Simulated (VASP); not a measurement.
# GaN (rocksalt type) (Fm-3m) in VASP: further runs

The runs below take GaN (rocksalt type) through single point, with PBE.

Program: VASP 6.6.1. These are calculated values, not measurements. Logs are shortened: lines on timing, memory, paths and dates and some standing lists are left out, and cuts for length are marked.

## (1) The cell of the first run

Symmetry: Fm-3m, No. 225, cubic system. Conventional cell: a = 4.182 Å, b = 4.182 Å, c = 4.182 Å, α = 90.00°, β = 90.00°, γ = 90.00°. Ga (site symmetry m-3m) has 6 N at 2.09 Å within 2.8 Å. N (site symmetry m-3m) has 6 Ga at 2.09 Å within 2.8 Å.

## (2) Single point, PBE (volume scaled by 0.94)

Input file INCAR:

```
PREC = Accurate
ENCUT = 520
EDIFF = 1E-6
ISMEAR = -1
SIGMA = 0.1
LREAL = False
LASPH = True
NELM = 100
ALGO = Normal
ISIF = 2
LWAVE = False
LCHARG = False
GGA = PE
NBANDS = 16
```

Input file KPOINTS:

```
regular mesh
0
Gamma
  15 15 15
```

Input file POSCAR:

```
GaN
1.0
    0.0000000000      2.0907555722      2.0907555722
    2.0907555722      0.0000000000      2.0907555722
    2.0907555722      2.0907555722      0.0000000000
Ga N
1 1
Direct
    0.0000000000      0.0000000000      0.0000000000
    0.5000000000      0.5000000000      0.5000000000
```

Potentials or basis: VASP PAW PBE potentials, release 64 (Ga_d, N).

Run with:

```sh
> cat potpaw_PBE.64/Ga_d/POTCAR potpaw_PBE.64/N/POTCAR > POTCAR
> mpirun -np 1 vasp_std > vasp.out
```

OUTCAR:

```text
PREC = Accurate
   ENCUT = 520
   EDIFF = 1E-6
   ISMEAR = -1
   LREAL = False
   LASPH = True
   NELM = 100
   ISIF = 2
   GGA = PE

 ion  position               nearest neighbor table
   1  0.000  0.000  0.000-   2 2.09   2 2.09   2 2.09   2 2.09   2 2.09   2 2.09
   2  0.500  0.500  0.500-   1 2.09   1 2.09   1 2.09   1 2.09   1 2.09   1 2.09

  LATTYP: Found a face centered cubic cell.
 ALAT       =     4.1815111444

  Lattice vectors:

 A1 = (   0.0000000000,   2.0907555722,   2.0907555722)
 A2 = (   2.0907555722,   0.0000000000,   2.0907555722)
 A3 = (   2.0907555722,   2.0907555722,   0.0000000000)

Analysis of symmetry for initial positions (statically):
=====================================================================
 Subroutine PRICEL returns:
 Original cell was already a primitive cell.

 Routine SETGRP: Setting up the symmetry group for a
 face centered cubic supercell.

 Subroutine GETGRP returns: Found 48 space group operations
 (whereof 48 operations were pure point group operations)
 out of a pool of 48 trial point group operations.

The static configuration has the point symmetry O_h .

Analysis of symmetry for dynamics (positions and initial velocities):
=====================================================================
 Subroutine PRICEL returns:
 Original cell was already a primitive cell.

 Routine SETGRP: Setting up the symmetry group for a
 face centered cubic supercell.

 Subroutine GETGRP returns: Found 48 space group operations
 (whereof 48 operations were pure point group operations)
 out of a pool of 48 trial point group operations.

The dynamic configuration has the point symmetry O_h .

 Subroutine INISYM returns: Found 48 space group operations
 (whereof 48 operations are pure point group operations),
 and found     1 'primitive' translations

----------------------------------------------------------------------------------------

                                     Primitive cell

  volume of cell :      18.2785

  direct lattice vectors                    reciprocal lattice vectors
     0.000000000  2.090755572  2.090755572    -0.239147994  0.239147994  0.239147994
     2.090755572  0.000000000  2.090755572     0.239147994 -0.239147994  0.239147994
     2.090755572  2.090755572  0.000000000     0.239147994  0.239147994 -0.239147994

  length of vectors
     2.956774886  2.956774886  2.956774886     0.414216475  0.414216475  0.414216475

  position of ions in fractional coordinates (direct lattice)
     0.000000000  0.000000000  0.000000000
     0.500000000  0.500000000  0.500000000

  ion indices of the primitive-cell ions
   primitive index   ion index
                 1           1
                 2           2

----------------------------------------------------------------------------------------

 KPOINTS: regular mesh

Automatic generation of k-mesh.
 Grid dimensions read from file:
 generate k-points for:   15   15   15

 Generating k-lattice:

  Cartesian coordinates                     Fractional coordinates (reciprocal lattice)
    -0.015943200  0.015943200  0.015943200     0.066666667  0.000000000  0.000000000
     0.015943200 -0.015943200  0.015943200     0.000000000  0.066666667  0.000000000
     0.015943200  0.015943200 -0.015943200     0.000000000  0.000000000  0.066666667

  Length of vectors
     0.027614432  0.027614432  0.027614432

  Shift w.r.t. Gamma in fractional coordinates (k-lattice)
     0.000000000  0.000000000  0.000000000

 Subroutine IBZKPT returns following result:
 ===========================================

 Found    120 irreducible k-points:

 Following reciprocal coordinates:
            Coordinates               Weight
  0.000000  0.000000  0.000000      1.000000
  0.066667  0.000000  0.000000      8.000000
  0.133333  0.000000  0.000000      8.000000
  0.200000  0.000000  0.000000      8.000000
  0.266667  0.000000  0.000000      8.000000
  0.333333  0.000000  0.000000      8.000000
[... 16 lines left out ...]
  0.133333  0.133333  0.000000      6.000000
  0.200000  0.133333  0.000000     24.000000
 [... further k-points ...]
   k-points           NKPTS =    120   k-points in BZ     NKDIM =    120   number of bands    NBANDS=     16
   number of dos      NEDOS =    301   number of ions     NIONS =      2
   total plane-waves  NPLWV =  13824
   dimension x,y,z NGX =    24 NGY =   24 NGZ =   24
   dimension x,y,z NGXF=    48 NGYF=   48 NGZF=   48
   ions per type =               1   1
   NGX,Y,Z   is equivalent  to a cutoff of  13.49, 13.49, 13.49 a.u.
   NGXF,Y,Z  is equivalent  to a cutoff of  26.99, 26.99, 26.99 a.u.
 SYSTEM =  unknown system
   PREC   = accura    normal or accurate (medium, high low for compatibility)
   ISTART =      0    job   : 0-new  1-cont  2-samecut
   ICHARG =      2    charge: 1-file 2-atom 10-const
   ISPIN  =      1    spin polarized calculation?
   LNONCOLLINEAR =      F non collinear calculations
   LSORBIT =      F    spin-orbit coupling
   LASPH  =      T    aspherical Exc in radial PAW
   ENCUT  =  520.0 eV  38.22 Ry    6.18 a.u.   5.50  5.50  5.50*2*pi/ulx,y,z
   NELM   =    100;   NELMIN=  2; NELMDL= -5     # of ELM steps
   EDIFF  = 0.1E-05   stopping-criterion for ELM
   LREAL  =      F    real-space projection
   EDIFFG = 0.1E-04   stopping-criterion for IOM
   NSW    =      0    number of steps for IOM
   IBRION =     -1    ionic relax: 0-MD 1-quasi-New 2-CG
   NFREE  =      0    steps in history (QN), initial steepest desc. (CG)
   ISIF   =      2    stress and relaxation
   ISYM   =      2    0-nonsym 1-usesym 2-fastsym
   POTIM  = 0.5000    time-step for ionic-motion
   TEBEG  =    0.0;   TEEND  =   0.0 temperature during run
   PSTRESS=    0.0 pullay stress
   NELECT =      18.0000    total number of electrons
   NUPDOWN=      -1.0000    fix difference up-down
   EMIN   =  10.00;   EMAX   =-10.00  energy-range for DOS
   EFERMI =   0.00;   METHOD = LEGACY
   ISMEAR =    -1;   SIGMA  =   0.10  broadening in eV -4-tet -1-fermi 0-gaus
   EFERMI_NEDOS =   21; number of points for ismear=-14 and -15
   IALGO  =     38    algorithm
   IMIX   =      4    mixing-type and parameters
     AMIX     =   0.40;   BMIX     =  1.00
     AMIX_MAG =   1.60;   BMIX_MAG =  1.00
  volume/ion in A,a.u.               =       9.14        61.67
  Fermi-wavevector in a.u.,A,eV,Ry     =   1.628742  3.077877 36.093560  2.652802
  Thomas-Fermi vector in A             =   2.721323
   LORBIT       =      0    0 simple, 1 ext, 2 COOP (PROOUT), +10 PAW based schemes
   GGA     = PE    functional components
[... 5 lines left out ...]
 non-spin polarized calculation
  energy-cutoff  :      520.00
  volume of cell :       18.28
 maximum number of plane-waves:       531
 NGX is ok and might be reduce to    24
   NGX = 11   NGY = 11   NGZ = 11

 number of electron      18.0000000 magnetization

 Free energy of the ion-electron system (eV)
  ---------------------------------------------------
  ext. energy  EPLUGINS =         0.00000000
  ---------------------------------------------------
  free energy    TOTEN  =       -11.14893461 eV

  energy without entropy =      -11.14868984  energy(sigma->0) =      -11.14881222

 E-fermi :   8.8882     XC(G=0): -13.2641

 val. band max:        8.3012546009   @ k =  -0.2000   0.1333   0.0000
 cond. band min:       9.1861776452   @ k =   0.4667   0.4667   0.0000
 fundamental gap:      0.8849230442
 Fermi energy:         8.8882453502

 k-point     1 :       0.0000    0.0000    0.0000
  band No.  band energies     occupation
      1      -9.3241      2.00000
      2      -5.6710      2.00000
      3      -5.6710      2.00000
      4      -5.6710      2.00000
      5      -5.5685      2.00000
      6      -5.5685      2.00000
[... 8 lines left out ...]
     15      24.5984      0.00000
     16      24.5984      0.00000

 k-point     2 :       0.0667    0.0000    0.0000
  band No.  band energies     occupation
      1      -9.2342      2.00000
      2      -5.6751      2.00000
      3      -5.6653      2.00000
      4      -5.6653      2.00000
      5      -5.5760      2.00000
      6      -5.5760      2.00000
[... 8 lines left out ...]
     15      24.5045      0.00000
     16      24.5045      0.00000

 k-point     3 :       0.1333    0.0000    0.0000
  band No.  band energies     occupation
      1      -8.9684      2.00000
      2      -5.6868      2.00000
      3      -5.6609      2.00000
      4      -5.6609      2.00000
      5      -5.5853      2.00000
      6      -5.5853      2.00000
[... 8 lines left out ...]
     15      24.8176      0.00000
     16      24.8176      0.00000

 k-point     4 :       0.2000    0.0000    0.0000
  band No.  band energies     occupation
      1      -8.5388      2.00000
      2      -5.7044      2.00000
      3      -5.6886      2.00000
      4      -5.6886      2.00000
      5      -5.5642      2.00000
      6      -5.5642      2.00000
[... 8 lines left out ...]
     15      25.6188      0.00000
     16      25.6188      0.00000
[... 324 lines left out ...]
 k-point    22 :      -0.0667    0.0667    0.0000
  band No.  band energies     occupation
      1      -9.0866      2.00000
      2      -5.6828      2.00000
      3      -5.6594      2.00000
      4      -5.6557      2.00000
      5      -5.6044      2.00000
      6      -5.5661      2.00000
[... 8 lines left out ...]
     15      24.9169      0.00000
     16      25.5288      0.00000

 k-point    23 :       0.1333    0.1333    0.0000
  band No.  band energies     occupation
      1      -8.8656      2.00000
      2      -5.7042      2.00000
      3      -5.6489      2.00000
      4      -5.6306      2.00000
      5      -5.6306      2.00000
      6      -5.5486      2.00000
[... 8 lines left out ...]
     15      27.7148      0.00000
     16      27.7148      0.00000

 k-point    24 :       0.2000    0.1333    0.0000
  band No.  band energies     occupation
      1      -8.5729      2.00000
      2      -5.7199      2.00000
      3      -5.6808      2.00000
      4      -5.6211      2.00000
      5      -5.5943      2.00000
      6      -5.5337      2.00000
[... 8 lines left out ...]
     15      27.9877      0.00000
     16      28.4195      0.00000

 [... further k-points ...]

------------------------ aborting loop because EDIFF is reached ----------------------------------------

  FORCE on cell =-STRESS in cart. coord.  units (eV):
  Direction    XX          YY          ZZ          XY          YZ          ZX
  --------------------------------------------------------------------------------------
  -------------------------------------------------------------------------------------
  Total        1.8026500      1.8026500      1.8026500     -0.0000000      0.0000000      0.0000000
  in kB      158.0091415    158.0091415    158.0091415     -0.0000000      0.0000000      0.0000000
  external PRESSURE =     158.0091415 kB  Pullay stress =       0.0000000 kB

 VOLUME and BASIS-vectors are now :
 -----------------------------------------------------------------------------
  energy-cutoff  :      520.00
  volume of cell :       18.28
      direct lattice vectors                 reciprocal lattice vectors
     0.000000000  2.090755572  2.090755572    -0.239147994  0.239147994  0.239147994
     2.090755572  0.000000000  2.090755572     0.239147994 -0.239147994  0.239147994
     2.090755572  2.090755572  0.000000000     0.239147994  0.239147994 -0.239147994

 POSITION                                       TOTAL-FORCE (eV/Angst)
 -----------------------------------------------------------------------------------
      0.00000      0.00000      0.00000         0.000000     -0.000000     -0.000000
      2.09076      2.09076      2.09076        -0.000000      0.000000      0.000000
 -----------------------------------------------------------------------------------
    total drift:                                0.000000     -0.000000     -0.000000

  FREE ENERGIE OF THE ION-ELECTRON SYSTEM (eV)
  ---------------------------------------------------
  free  energy   TOTEN  =       -11.1489346079 eV

  energy  without entropy=      -11.1486898377  energy(sigma->0) =      -11.14881222
```

Wall time 23 s (1 thread of Intel Xeon 6975P-C, shared host); peak memory 0.17 GiB.

Results:

| Quantity | Value |
| --- | --- |
| Free energy | -11.1489 eV |
| Pressure | 15.8 GPa |
| Band gap on the k mesh | 0.88 eV, indirect (least direct gap 3.16 eV) |

Levels at points of the mesh, in eV from the valence-band top:
```tsv
k point	band 7	band 8	band 9	band 10	band 11	band 12
(0.00, 0.00, 0.00)	-0.54	-0.54	-0.54	2.62	14.92	14.92
```

 A k mesh can miss the band edges.

[end of part 1 of 2]
